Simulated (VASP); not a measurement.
# B2As3 (Cm) in VASP: single point with PBE

Aim: the single point of B2As3 with PBE.

Program: VASP 6.6.1. These are calculated values, not measurements. Logs are shortened: lines on timing, memory, paths and dates and some standing lists are left out, and cuts for length are marked.

## Step 1: The cell of the first run

Symmetry: Cm, No. 8, monoclinic system. The conventional cell has a = 6.000 Å, b = 3.359 Å, c = 8.082 Å, α = 90.00°, β = 103.68°, γ = 90.00°. B (site symmetry m) has 4 As at 2.06 to 2.11 Å within 2.7 Å. B (site symmetry m) has 4 As at 2.07 to 2.11 Å within 2.7 Å. As (site symmetry m) has 3 B at 2.07 to 2.09 Å and 1 As at 2.55 Å within 2.7 Å. Within 2.7 Å of As (site symmetry m) lie 3 B at 2.06 to 2.11 Å and 1 As at 2.55 Å. Within 2.8 Å of As (site symmetry m) lie 2 B at 2.11 Å.

The cell was built from a structure type or drawn by symmetry, and may not be a known phase.

## Step 2: Single point, PBE

Contents of INCAR:

```
PREC = Accurate
ENCUT = 520
EDIFF = 1E-6
ISMEAR = 0
SIGMA = 0.1
LREAL = F
LASPH = T
NELM = 100
ALGO = Normal
ISIF = 2
LWAVE = F
LCHARG = F
GGA = PE
NBANDS = 18
```

Contents of KPOINTS:

```
regular mesh
0
Gamma
  10 10 4
```

Contents of POSCAR:

```
B2As3
1.0
    2.9997659430     -1.6793085650      0.0018861295
    2.9997659430      1.6793085650      0.0018861295
   -1.9169444453      0.0000000000      7.8516423053
B As
2 3
Direct
    0.1365190653      0.1365190653      0.7290109767
    0.9487733503      0.9487733503      0.2222360906
    0.5916233124      0.5916233124      0.1380092662
    0.4964449449      0.4964449449      0.8133087444
    0.1576393172      0.1576393172      0.4724359622
```

Potentials or basis: VASP PAW PBE potentials, release 64 (B, As).

Launch:

```console
$ cat potpaw_PBE.64/B/POTCAR potpaw_PBE.64/As/POTCAR > POTCAR
$ mpirun -np 1 vasp_std > vasp.out
```

OUTCAR:

```text
PREC = Accurate
   ENCUT = 520
   EDIFF = 1E-6
   ISMEAR = 0
   LREAL = F
   LASPH = T
   NELM = 100
   ISIF = 2
   GGA = PE

 ion  position               nearest neighbor table
   1  0.137  0.137  0.729-   4 2.06   4 2.06   4 2.11   5 2.11
   2  0.949  0.949  0.222-   3 2.07   3 2.07   3 2.09   5 2.11
   3  0.592  0.592  0.138-   2 2.07   2 2.07   2 2.09   4 2.55
   4  0.496  0.496  0.813-   1 2.06   1 2.06   1 2.11   3 2.55
   5  0.158  0.158  0.472-   1 2.11   2 2.11

  LATTYP: Found a base centered monoclinic cell.
 ALAT       =     5.9995330719
 B/A-ratio  =     0.5598130871
 C/A-ratio  =     1.3471485434
 COS(beta)  =    -0.2365683296

  Lattice vectors:

 A1 = (   2.9997659430,  -1.6793085650,   0.0018861295)
 A2 = (   2.9997659430,   1.6793085650,   0.0018861295)
 A3 = (  -1.9169444453,   0.0000000000,   7.8516423053)

Analysis of symmetry for initial positions (statically):
=====================================================================
 Subroutine PRICEL returns:
 Original cell was already a primitive cell.

 Routine SETGRP: Setting up the symmetry group for a
 base centered monoclinic supercell.

 Subroutine GETGRP returns: Found  2 space group operations
 (whereof  2 operations were pure point group operations)
 out of a pool of  4 trial point group operations.

The static configuration has the point symmetry C_1h.

Analysis of symmetry for dynamics (positions and initial velocities):
=====================================================================
 Subroutine PRICEL returns:
 Original cell was already a primitive cell.

 Routine SETGRP: Setting up the symmetry group for a
 base centered monoclinic supercell.

 Subroutine GETGRP returns: Found  2 space group operations
 (whereof  2 operations were pure point group operations)
 out of a pool of  4 trial point group operations.

The dynamic configuration has the point symmetry C_1h.

 Subroutine INISYM returns: Found  2 space group operations
 (whereof  2 operations are pure point group operations),
 and found     1 'primitive' translations

----------------------------------------------------------------------------------------

                                     Primitive cell

  volume of cell :      79.1180

  direct lattice vectors                    reciprocal lattice vectors
[... 94 lines left out ...]
   LREAL  =      F    real-space projection
   EDIFFG = 0.1E-04   stopping-criterion for IOM
   NSW    =      0    number of steps for IOM
   IBRION =     -1    ionic relax: 0-MD 1-quasi-New 2-CG
   NFREE  =      0    steps in history (QN), initial steepest desc. (CG)
   ISIF   =      2    stress and relaxation
   ISYM   =      2    0-nonsym 1-usesym 2-fastsym
   POTIM  = 0.5000    time-step for ionic-motion
   TEBEG  =    0.0;   TEEND  =   0.0 temperature during run
   PSTRESS=    0.0 pullay stress
   NELECT =      21.0000    total number of electrons
   NUPDOWN=      -1.0000    fix difference up-down
   EMIN   =  10.00;   EMAX   =-10.00  energy-range for DOS
   EFERMI =   0.00;   METHOD = LEGACY
   ISMEAR =     0;   SIGMA  =   0.10  broadening in eV -4-tet -1-fermi 0-gaus
   EFERMI_NEDOS =   21; number of points for ismear=-14 and -15
   IALGO  =     38    algorithm
   IMIX   =      4    mixing-type and parameters
     AMIX     =   0.40;   BMIX     =  1.00
     AMIX_MAG =   1.60;   BMIX_MAG =  1.00
  volume/ion in A,a.u.               =      15.82       106.78
  Fermi-wavevector in a.u.,A,eV,Ry     =   1.052098  1.988177 15.060431  1.106910
  Thomas-Fermi vector in A             =   2.187167
   LORBIT       =      0    0 simple, 1 ext, 2 COOP (PROOUT), +10 PAW based schemes
   GGA     = PE    functional components
   LHFCALC =     F    Hartree Fock is set to
   AEXX    =    0.0000 exact exchange contribution
   IVDW    =     0    specifies the selected vdW correction
   LEPSILON=     F    determine dielectric tensor
   LRPA    =     F    only Hartree local field effects (RPA)
 non-spin polarized calculation
 Gauss-broadening in eV      SIGMA  =   0.10
  energy-cutoff  :      520.00
  volume of cell :       79.12
 maximum number of plane-waves:      2151
 NGX is ok and might be reduce to    28
   NGX = 13   NGY = 13   NGZ = 31

 number of electron      21.0000001 magnetization

 Free energy of the ion-electron system (eV)
  ---------------------------------------------------
  ext. energy  EPLUGINS =         0.00000000
  ---------------------------------------------------
  free energy    TOTEN  =       -25.96607622 eV

  energy without entropy =      -25.96299323  energy(sigma->0) =      -25.96453472

 E-fermi :   5.8864     XC(G=0): -10.2846

 val. band max:        5.8762740124   @ k =  -0.3000  -0.0000   0.2500
 cond. band min:       5.9470183838   @ k =   0.4000   0.2000   0.2500
 fundamental gap:      0.0707443714
 Fermi energy:         5.8864187310

 k-point     1 :       0.0000    0.0000    0.0000
  band No.  band energies     occupation
      1      -9.7061      2.00000
      2      -8.2492      2.00000
      3      -6.3517      2.00000
      4      -0.0637      2.00000
      5       0.4415      2.00000
      6       3.6721      2.00000
[... 481 lines left out ...]
      5      -1.1917      2.00000
      6       0.2471      2.00000
[... 10 lines left out ...]
     17      11.5205      0.00000
     18      12.6975      0.00000

 [... further k-points ...]

------------------------ aborting loop because EDIFF is reached ----------------------------------------

  FORCE on cell =-STRESS in cart. coord.  units (eV):
  Direction    XX          YY          ZZ          XY          YZ          ZX
  --------------------------------------------------------------------------------------
  -------------------------------------------------------------------------------------
  Total        0.2312807      0.2201138      0.2341833      0.0000000      0.0000000     -0.0064501
  in kB        4.6835483      4.4574132      4.7423266      0.0000000      0.0000000     -0.1306180
  external PRESSURE =       4.6277627 kB  Pullay stress =       0.0000000 kB

 VOLUME and BASIS-vectors are now :
 -----------------------------------------------------------------------------
  energy-cutoff  :      520.00
  volume of cell :       79.12
      direct lattice vectors                 reciprocal lattice vectors
     2.999765943 -1.679308565  0.001886130     0.166654088 -0.297741589  0.040687873
     2.999765943  1.679308565  0.001886130     0.166654088  0.297741589  0.040687873
    -1.916944445  0.000000000  7.851642305    -0.000080068  0.000000000  0.127342341

 POSITION                                       TOTAL-FORCE (eV/Angst)
 -----------------------------------------------------------------------------------
     -0.57842      0.00000      5.72445        -0.002366      0.000000     -0.003622
      5.26618      0.00000      1.74850        -0.015479      0.000000      0.004111
      3.28491      0.00000      1.08583         0.003760      0.000000     -0.012132
      1.41937      0.00000      6.38768        -0.007131      0.000000      0.011714
      0.04013      0.00000      3.70999         0.021216      0.000000     -0.000071
 -----------------------------------------------------------------------------------
    total drift:                                0.000097     -0.000000      0.000044

  FREE ENERGIE OF THE ION-ELECTRON SYSTEM (eV)
  ---------------------------------------------------
  free  energy   TOTEN  =       -25.9660762183 eV

  energy  without entropy=      -25.9629932300  energy(sigma->0) =      -25.96453472
```

Wall time 3.6 min (1 thread of Intel Xeon 8259CL, shared host); peak memory 0.3 GiB.

What came out:

```yaml
Free_energy: -25.9661 eV
Pressure: 0.5 GPa
Largest_force: 0.021 eV/Å
Band_gap_on_the_k_mesh: zero (an odd number of electrons rules out a gap without spin polarisation)
```

Forces in eV/Å, atoms in the order of the input:
```
B   -0.002  0.000 -0.004
B   -0.015  0.000  0.004
As   0.004  0.000 -0.012
As  -0.007  0.000  0.012
As   0.021  0.000  0.000
```
